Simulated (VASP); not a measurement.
The system is HfB.

```
Hf B
1.0
     0.00000    2.31000    2.31000
     2.31000    0.00000    2.31000
     2.31000    2.31000    0.00000
Hf B
1 1
Direct
  0.50000 0.50000 0.50000
  0.00000 0.00000 0.00000
```

| Quantity | Value |
| --- | --- |
| Program | VASP 6.6.1 |
| Task | relaxation of cell and atoms |
| Functional | PBE |
| Dispersion | D3(BJ) |
| Potentials or basis | VASP PAW PBE potentials, release 64 (Hf_pv, B) |
| Cutoff | 600 eV |
| k mesh | 5 × 5 × 5 |
| Occupations | methfessel-paxton, width 0.1 eV |
| Spin | no spin polarisation |

At the start: pressure 26.1 GPa; volume 12.33 Å³/atom.

Problem. Where does the relaxation end?

Solution. Over 4 steps the energy falls by 111.2 meV/atom and the volume is 13.83 Å³/atom (+12.2 %); space group Fm-3m (No. 225, to 0.05 Å).

Step by step:
```tsv
step	energy change (eV)	largest force (eV/Å)	pressure (GPa)	volume (Å³)
1	0.0000	0.0000	26.14	24.65
2	0.1541	0.0000	-21.53	32.55
3	-0.2221	0.0000	-0.80	27.77
4	-0.2224	0.0000	-0.10	27.66
```

Final structure:
```
Hf B
1.0
     0.00000    2.40045    2.40045
     2.40045    0.00000    2.40045
     2.40045    2.40045    0.00000
Hf B
1 1
Direct
  0.50000 0.50000 0.50000
  0.00000 0.00000 0.00000
```

Caveat: the k points lie up to 0.45 Å⁻¹ apart in the final cell; the volume moved by +12 % from the deposited cell, more than functionals usually miss; pairwise dispersion overbinds metals, which lowers pressure and volume.
